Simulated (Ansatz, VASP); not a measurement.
## MgV3: VASP beside Ansatz

```
CELL_PARAMETERS angstrom
3.90307 0.00000 0.00000
0.00000 3.90307 0.00000
0.00000 0.00000 3.90307
ATOMIC_POSITIONS crystal
V 0.00000 0.50000 0.50000
V 0.50000 0.00000 0.50000
V 0.50000 0.50000 0.00000
Mg 0.00000 0.00000 0.00000
```

Alike in both runs: task single point; functional r2SCAN; k mesh 12 × 12 × 12; occupations gaussian, width 0.1 eV; no spin polarisation.

```csv
,VASP,Ansatz
version,VASP 6.6.1,Ansatz 0.2.0
potentials or method,"VASP PAW PBE potentials, release 64 (V_sv, Mg), cutoff 520 eV","scalar-relativistic, plane waves, PAW"
valence electrons in the cell,41,49
```

```tsv
	VASP	Ansatz	Ansatz less VASP
gap on the k mesh at the Fermi level (eV)	none	none	-
pressure (GPa)	-1.9	-2.1	-0.20
```

VASP's potentials were made for PBE, not for r2SCAN. A gap of «none» marks a metal or a gap that the smearing closes. VASP's potentials hold 41 valence electrons a cell and Ansatz's 49, so a difference there can come from the potentials and not from the codes.
